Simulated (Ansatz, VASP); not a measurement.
# One calculation of LaPRuO, two programs

```
CELL_PARAMETERS angstrom
4.04800 0.00000 0.00000
0.00000 4.04800 0.00000
0.00000 0.00000 8.41000
ATOMIC_POSITIONS crystal
La 0.00000 0.50000 0.84906
La 0.50000 0.00000 0.15094
P 0.50000 0.00000 0.64705
P 0.00000 0.50000 0.35295
Ru 0.00000 0.00000 0.50000
Ru 0.50000 0.50000 0.50000
O 0.50000 0.50000 0.00000
O 0.00000 0.00000 0.00000
```

Alike in both runs: task single point; functional PBE; k mesh 4 × 4 × 2; occupations gaussian, width 0.1 eV; no spin polarisation.

|  | VASP | Ansatz |
| --- | --- | --- |
| version | VASP 6.6.1 | Ansatz 0.2.0 |
| potentials or method | VASP PAW PBE potentials, release 64 (La, P, Ru_pv, O), cutoff 520 eV | scalar-relativistic, plane waves, PAW |
| valence electrons in the cell | 72 | 76 |

|  | VASP | Ansatz | Ansatz less VASP |
| --- | --- | --- | --- |
| gap on the k mesh at the Fermi level (eV) | none | none | - |
| pressure (GPa) | -1.3 | -1.1 | +0.21 |
| traceless stress, the component that is largest in VASP (GPa) | -0.32 | -0.29 | +0.035 |
| rms of the force components (eV/Å) | 0.447 | 0.445 | -0.0024 |

Atom by atom the forces differ by 0.002 eV/Å (rms over components). A gap of «none» marks a metal or a gap that the smearing closes. VASP's potentials hold 72 valence electrons a cell and Ansatz's 76, so a difference there can come from the potentials and not from the codes.

The k mesh is coarse, so the values compare programs but aren't converged. Spin-orbit coupling is off throughout.
